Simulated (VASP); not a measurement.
# Li (Fm-3m) in VASP: a series of runs

The runs below take Li through single point, relaxation of volume and atoms at fixed shape, with PBEsol.

Everything below comes from runs of VASP 6.6.1. Logs are shortened: lines on timing, memory, paths and dates and some standing lists are left out, and cuts for length are marked.

### 1 The cell of the first run

Symmetry: Fm-3m, No. 225, cubic system. Conventional cell: a = 4.318 Å, b = 4.318 Å, c = 4.318 Å, α = 90.00°, β = 90.00°, γ = 90.00°. Within 4.0 Å of Li (site symmetry m-3m) lie 12 Li at 3.05 Å.

This isn't the form of Li at room conditions, which is bcc.

### 2 Single point, PBEsol

File INCAR:

```
PREC     = Accurate       # precision mode
ENCUT    = 750            # plane-wave cutoff, eV
EDIFF    = 1E-6           # SCF threshold, eV
ISMEAR   = -1             # smearing method
SIGMA    = 0.05           # smearing width, eV
LREAL    = F              # projectors in reciprocal space
LASPH    = T              # aspherical terms in the spheres
NELM     = 120            # most SCF steps
ALGO     = Normal         # electronic algorithm
ISIF     = 2              # what is computed and relaxed
LWAVE    = F              # write WAVECAR
LCHARG   = F              # write CHGCAR
GGA      = PS             # functional
NBANDS   = 8              # bands
GGA_COMPAT= F
```

File KPOINTS:

```
regular mesh
0
Gamma
  9 9 9
```

File POSCAR:

```
Li
1.0
    0.0000000000      2.1588843577      2.1588843577
    2.1588843577      0.0000000000      2.1588843577
    2.1588843577      2.1588843577      0.0000000000
Li
1
Direct
    0.0000000000      0.0000000000      0.0000000000
```

Potentials or basis: VASP PAW PBE potentials, release 64 (Li_sv).

On the command line:

```
$ cat potpaw_PBE.64/Li_sv/POTCAR > POTCAR
$ mpirun -np 1 vasp_std > vasp.out
```

OUTCAR:

```text
PREC = Accurate
   ENCUT = 750
   EDIFF = 1E-6
   ISMEAR = -1
   LREAL = F
   LASPH = T
   NELM = 120
   ISIF = 2
   GGA = PS

 ion  position               nearest neighbor table
   1  0.000  0.000  0.000-

  LATTYP: Found a face centered cubic cell.
 ALAT       =     4.3177687154

  Lattice vectors:

 A1 = (   0.0000000000,   2.1588843577,   2.1588843577)
 A2 = (   2.1588843577,   0.0000000000,   2.1588843577)
 A3 = (   2.1588843577,   2.1588843577,   0.0000000000)

Analysis of symmetry for initial positions (statically):
=====================================================================
 Subroutine PRICEL returns:
 Original cell was already a primitive cell.

 Routine SETGRP: Setting up the symmetry group for a
 face centered cubic supercell.

 Subroutine GETGRP returns: Found 48 space group operations
 (whereof 48 operations were pure point group operations)
 out of a pool of 48 trial point group operations.

The static configuration has the point symmetry O_h .

Analysis of symmetry for dynamics (positions and initial velocities):
=====================================================================
 Subroutine PRICEL returns:
 Original cell was already a primitive cell.

 Routine SETGRP: Setting up the symmetry group for a
 face centered cubic supercell.

 Subroutine GETGRP returns: Found 48 space group operations
 (whereof 48 operations were pure point group operations)
 out of a pool of 48 trial point group operations.

The dynamic configuration has the point symmetry O_h .

 Subroutine INISYM returns: Found 48 space group operations
 (whereof 48 operations are pure point group operations),
 and found     1 'primitive' translations

----------------------------------------------------------------------------------------

                                     Primitive cell

  volume of cell :      20.1242

  direct lattice vectors                    reciprocal lattice vectors
     0.000000000  2.158884358  2.158884358    -0.231601104  0.231601104  0.231601104
     2.158884358  0.000000000  2.158884358     0.231601104 -0.231601104  0.231601104
     2.158884358  2.158884358  0.000000000     0.231601104  0.231601104 -0.231601104

  length of vectors
     3.053123538  3.053123538  3.053123538     0.401144879  0.401144879  0.401144879

  position of ions in fractional coordinates (direct lattice)
     0.000000000  0.000000000  0.000000000

[... 67 lines left out ...]
   ISTART =      0    job   : 0-new  1-cont  2-samecut
   ICHARG =      2    charge: 1-file 2-atom 10-const
   ISPIN  =      1    spin polarized calculation?
   LNONCOLLINEAR =      F non collinear calculations
   LSORBIT =      F    spin-orbit coupling
   LASPH  =      T    aspherical Exc in radial PAW
   ENCUT  =  750.0 eV  55.12 Ry    7.42 a.u.   6.82  6.82  6.82*2*pi/ulx,y,z
   NELM   =    120;   NELMIN=  2; NELMDL= -5     # of ELM steps
   EDIFF  = 0.1E-05   stopping-criterion for ELM
   LREAL  =      F    real-space projection
[... 7 lines left out ...]
   TEBEG  =    0.0;   TEEND  =   0.0 temperature during run
   PSTRESS=    0.0 pullay stress
   NELECT =       3.0000    total number of electrons
   NUPDOWN=      -1.0000    fix difference up-down
   EMIN   =  10.00;   EMAX   =-10.00  energy-range for DOS
   EFERMI =   0.00;   METHOD = LEGACY
   ISMEAR =    -1;   SIGMA  =   0.05  broadening in eV -4-tet -1-fermi 0-gaus
   EFERMI_NEDOS =   21; number of points for ismear=-14 and -15
   IALGO  =     38    algorithm
   IMIX   =      4    mixing-type and parameters
     AMIX     =   0.40;   BMIX     =  1.00
     AMIX_MAG =   1.60;   BMIX_MAG =  1.00
  volume/ion in A,a.u.               =      20.12       135.80
  Fermi-wavevector in a.u.,A,eV,Ry     =   0.868046  1.640368 10.252033  0.753503
  Thomas-Fermi vector in A             =   1.986667
   LORBIT       =      0    0 simple, 1 ext, 2 COOP (PROOUT), +10 PAW based schemes
   GGA     = PS    functional components
   LHFCALC =     F    Hartree Fock is set to
   AEXX    =    0.0000 exact exchange contribution
   IVDW    =     0    specifies the selected vdW correction
   LEPSILON=     F    determine dielectric tensor
   LRPA    =     F    only Hartree local field effects (RPA)
 non-spin polarized calculation
  energy-cutoff  :      750.00
  volume of cell :       20.12
 maximum number of plane-waves:       955
   NGX = 13   NGY = 13   NGZ = 13

 number of electron       2.9999999 magnetization

 Free energy of the ion-electron system (eV)
  ---------------------------------------------------
  ext. energy  EPLUGINS =         0.00000000
  ---------------------------------------------------
  free energy    TOTEN  =        -1.96891294 eV

  energy without entropy =       -1.96175366  energy(sigma->0) =       -1.96533330

 E-fermi :   0.8030     XC(G=0):  -7.0354

 val. band max:        0.3243480608   @ k =   0.4444   0.2222   0.0000
 cond. band min:       0.8161291551   @ k =  -0.3333   0.2222   0.0000
 fundamental gap:      0.4917810943
 Fermi energy:         0.8029599717

 k-point     1 :       0.0000    0.0000    0.0000
  band No.  band energies     occupation
      1     -45.2448      2.00000
      2      -2.9297      2.00000
      3      15.0936      0.00000
      4      15.0936      0.00000
      5      15.0936      0.00000
      6      18.9482      0.00000
      7      18.9482      0.00000
      8      18.9482      0.00000
[... 243 lines left out ...]
 k-point    24 :       0.4444    0.4444    0.0000
  band No.  band energies     occupation
      1     -45.2196      2.00000
      2       1.6617      0.00000
      3       6.0869      0.00000
      4       9.2230      0.00000
      5       9.2230      0.00000
      6      11.4098      0.00000
      7      16.0978      0.00000
      8      29.9371      0.00000

 [... further k-points ...]

------------------------ aborting loop because EDIFF is reached ----------------------------------------

  FORCE on cell =-STRESS in cart. coord.  units (eV):
  Direction    XX          YY          ZZ          XY          YZ          ZX
  --------------------------------------------------------------------------------------
  -------------------------------------------------------------------------------------
  Total       -0.0089176     -0.0089176     -0.0089176      0.0000000     -0.0000000     -0.0000000
  in kB       -0.7099681     -0.7099681     -0.7099681      0.0000000     -0.0000000     -0.0000000
  external PRESSURE =      -0.7099681 kB  Pullay stress =       0.0000000 kB

 VOLUME and BASIS-vectors are now :
 -----------------------------------------------------------------------------
  energy-cutoff  :      750.00
  volume of cell :       20.12
      direct lattice vectors                 reciprocal lattice vectors
     0.000000000  2.158884358  2.158884358    -0.231601104  0.231601104  0.231601104
     2.158884358  0.000000000  2.158884358     0.231601104 -0.231601104  0.231601104
     2.158884358  2.158884358  0.000000000     0.231601104  0.231601104 -0.231601104

 POSITION                                       TOTAL-FORCE (eV/Angst)
 -----------------------------------------------------------------------------------
      0.00000      0.00000      0.00000        -0.000000     -0.000000     -0.000000
 -----------------------------------------------------------------------------------
    total drift:                               -0.000000     -0.000000     -0.000000

  FREE ENERGIE OF THE ION-ELECTRON SYSTEM (eV)
  ---------------------------------------------------
  free  energy   TOTEN  =        -1.9689129443 eV

  energy  without entropy=       -1.9617536606  energy(sigma->0) =       -1.96533330
```

OSZICAR:

```text
N       E                     dE             d eps       ncg     rms          rms(c)
DAV:   1     0.889452156205E-01    0.88945E-01   -0.86950E+02   560   0.338E+02
DAV:   2    -0.193870345105E+01   -0.20276E+01   -0.19744E+01   792   0.362E+01
DAV:   3    -0.197056200776E+01   -0.31859E-01   -0.31842E-01   616   0.414E+00
DAV:   4    -0.197132669848E+01   -0.76469E-03   -0.76468E-03   904   0.484E-01
DAV:   5    -0.197132848074E+01   -0.17823E-05   -0.17822E-05   648   0.187E-02    0.372E-01
DAV:   6    -0.196974016513E+01    0.15883E-02   -0.66413E-04   816   0.118E-01    0.206E-01
DAV:   7    -0.196889935241E+01    0.84081E-03   -0.14399E-03   720   0.175E-01    0.289E-02
DAV:   8    -0.196891354603E+01   -0.14194E-04   -0.12478E-04   672   0.654E-02    0.266E-03
DAV:   9    -0.196891294431E+01    0.60172E-06   -0.26614E-06   808   0.101E-02
   1 F= -.19689129E+01 E0= -.19653333E+01  d E =-.715928E-02
```

Run time: 4.1 s. Hardware: 1 thread of Intel Xeon Platinum 8488C (Sapphire Rapids), shared host; peak memory 0.14 GiB.

Results:

| Property | Result |
| --- | --- |
| Free energy | -1.9689 eV |
| Pressure | -0.1 GPa |
| Band gap on the k mesh | zero (an odd number of electrons rules out a gap without spin polarisation) |

Caveat: the PAW data sets were made with another functional, which shifts forces and pressure a little.

### 3 Relaxation of volume and atoms at fixed shape, PBEsol

This run uses another cell than the first one, of 21.59 Å³/atom.

File INCAR:

```
PREC     = Accurate       # precision mode
ENCUT    = 750            # plane-wave cutoff, eV
EDIFF    = 1E-7           # SCF threshold, eV
ISMEAR   = -1             # smearing method
SIGMA    = 0.05           # smearing width, eV
LREAL    = F              # projectors in reciprocal space
LASPH    = T              # aspherical terms in the spheres
NELM     = 120            # most SCF steps
ALGO     = Normal         # electronic algorithm
ISIF     = 8              # what is computed and relaxed
LWAVE    = F              # write WAVECAR
LCHARG   = F              # write CHGCAR
GGA      = PS             # functional
IBRION   = 2              # ionic algorithm
NSW      = 80             # ionic steps
EDIFFG   = -0.02          # ionic threshold
GGA_COMPAT= F            
NELMIN   = 4
```

KPOINTS is that of step 2.

File POSCAR:

```
Li
1.0
    0.0000000000      2.2100000000      2.2100000000
    2.2100000000      0.0000000000      2.2100000000
    2.2100000000      2.2100000000      0.0000000000
Li
1
Direct
    0.0000000000      0.0000000000      0.0000000000
```

Potentials or basis: VASP PAW PBE potentials, release 64 (Li_sv).

On the command line:

```
$ cat potpaw_PBE.64/Li_sv/POTCAR > POTCAR
$ mpirun -np 1 vasp_std > vasp.out
```

Run time: 8.2 s. Hardware: 1 thread of Intel Xeon Platinum 8488C (Sapphire Rapids), shared host; peak memory 0.14 GiB.

Results (log left out):

| Item | Value |
| --- | --- |
| Free energy | -1.9698 eV |
| Relaxed volume | 20.08 Å³/atom |
| Relaxed cell | a = 3.051 Å, b = 3.051 Å, c = 3.051 Å, α = 60.00°, β = 60.00°, γ = 60.00° |
| Space group after relaxing (to 0.1 Å) | Fm-3m (No. 225) |
| Energy gained by relaxing | 4.6 meV/atom |
| Ionic steps | 3 |
| Pressure after relaxing | 0.0 GPa |
| Band gap on the k mesh | zero (an odd number of electrons rules out a gap without spin polarisation) |

Step by step:
```csv
step,energy change (eV),largest force (eV/Å),pressure (GPa),volume (Å³)
1,0.0000,0.0000,-0.92,21.59
2,-0.0020,0.0000,-0.71,21.20
3,-0.0046,0.0000,-0.01,20.08
```

Final structure:
```
Li
1.0
     0.00000    2.15726    2.15726
     2.15726    0.00000    2.15726
     2.15726    2.15726    0.00000
Li
1
Cartesian
  0.0000 0.0000 0.0000
```

Levels at points of the mesh, in eV from the Fermi level:
| k point | band 1 | band 2 | band 3 | band 4 | band 5 |
| --- | --- | --- | --- | --- | --- |
| (0.00, 0.00, 0.00) | -46.04 | -3.74 | 14.31 | 14.31 | 14.31 |

Caveat: the PAW data sets were made with another functional, which shifts forces and pressure a little.

The gap in the log of VASP goes by the Fermi energy; the results here count the filled bands.